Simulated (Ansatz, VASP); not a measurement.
**Two plane-wave programs on NaF**

```xyz
2
Lattice="0.0000 2.2071 2.3814 2.2071 0.0000 2.3814 2.2071 2.2071 0.0000" Properties=species:S:1:pos:R:3 pbc="T T T"
Na    0.0000    0.0000    0.0000
F     2.2071    2.2071    2.3814
```

Change from the starting cell: strain -0.050 along x and y, +0.025 along z, atoms carried along.

Alike in both runs: task single point; functional PBEsol; k mesh 8 × 8 × 8; occupations gaussian, width 0.05 eV; no spin polarisation.

```csv
,VASP,Ansatz
version,VASP 6.6.1,Ansatz 0.2.0
potentials or method,"VASP PAW PBE potentials, release 64 (Na_pv, F), cutoff 520 eV","scalar-relativistic, plane waves, PAW"
valence electrons in the cell,14,16
```

```tsv
	VASP	Ansatz	Ansatz less VASP
gap on the k mesh at the Fermi level (eV)	6.52	6.54	+0.024
least direct gap on the mesh (eV)	6.52	6.54	+0.024
pressure (GPa)	4.7	4.6	-0.05
traceless stress, the component that is largest in VASP (GPa)	-5.36	-5.13	+0.229
```

VASP's potentials were made for PBE, not for PBEsol. VASP's potentials hold 14 valence electrons a cell and Ansatz's 16, so a difference there can come from the potentials and not from the codes.
